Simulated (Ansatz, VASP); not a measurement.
## SrO in VASP and in Ansatz

```xyz
2
Lattice="0.0000 2.5612 2.5612 2.5612 0.0000 2.5612 2.5612 2.5612 0.0000" Properties=species:S:1:pos:R:3 pbc="T T T"
Sr    2.5612    2.5612    2.5612
O     0.0000    0.0000    0.0000
```

Alike in both runs: functional PBEsol; k mesh 8 × 8 × 8; occupations gaussian, width 0.02 eV; no spin polarisation.

Ansatz relaxed the structure, and its values are those at the end. VASP's run is a single point on that final structure, the one shown.

|  | VASP | Ansatz |
| --- | --- | --- |
| version | VASP 6.6.1 | Ansatz 0.2.0 |
| potentials or method | VASP PAW PBE potentials, release 64 (Sr_sv, O), cutoff 520 eV | scalar-relativistic, plane waves, PAW |
| valence electrons in the cell | 16 | 16 |

|  | VASP | Ansatz | Ansatz less VASP |
| --- | --- | --- | --- |
| gap on the k mesh at the Fermi level (eV) | 3.15 | 3.20 | +0.049 |
| least direct gap on the mesh (eV) | 3.23 | 3.26 | +0.038 |
| pressure (GPa) | 0.6 | 0.0 | -0.64 |

VASP's potentials were made for PBE, not for PBEsol. With one functional, cell and mesh, what is left measures potentials, basis and numerics.
